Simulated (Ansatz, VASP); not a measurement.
Two plane-wave programs on GeS

```
Ge S
1.0
    10.83188    0.00000    0.00000
     0.00000    3.58971    0.00000
     0.00000    0.00000    4.54717
Ge S
4 4
Direct
  0.12817 0.25000 0.13573
  0.87183 0.75000 0.86427
  0.37183 0.75000 0.63573
  0.62817 0.25000 0.36427
  0.84457 0.25000 0.51320
  0.15543 0.75000 0.48680
  0.65543 0.75000 0.01320
  0.34457 0.25000 0.98680
```

Alike in both runs: functional r2SCAN; k mesh 4 × 8 × 6; occupations gaussian, width 0.02 eV; no spin polarisation.

Ansatz relaxed the structure, and its values are those at the end. VASP's run is a single point on that final structure, the one shown.

```csv
,VASP,Ansatz
version,VASP 6.6.1,Ansatz 0.2.0
potentials or method,"VASP PAW PBE potentials, release 64 (Ge_d, S), cutoff 550 eV","scalar-relativistic, plane waves, PAW"
valence electrons in the cell,80,80
```

```csv
,VASP,Ansatz,Ansatz less VASP
gap on the k mesh at the Fermi level (eV),1.35,1.35,-0.001
least direct gap on the mesh (eV),1.35,1.35,-0.001
pressure (GPa),0.0,0.0,+0.01
```

VASP's potentials were made for PBE, not for r2SCAN.
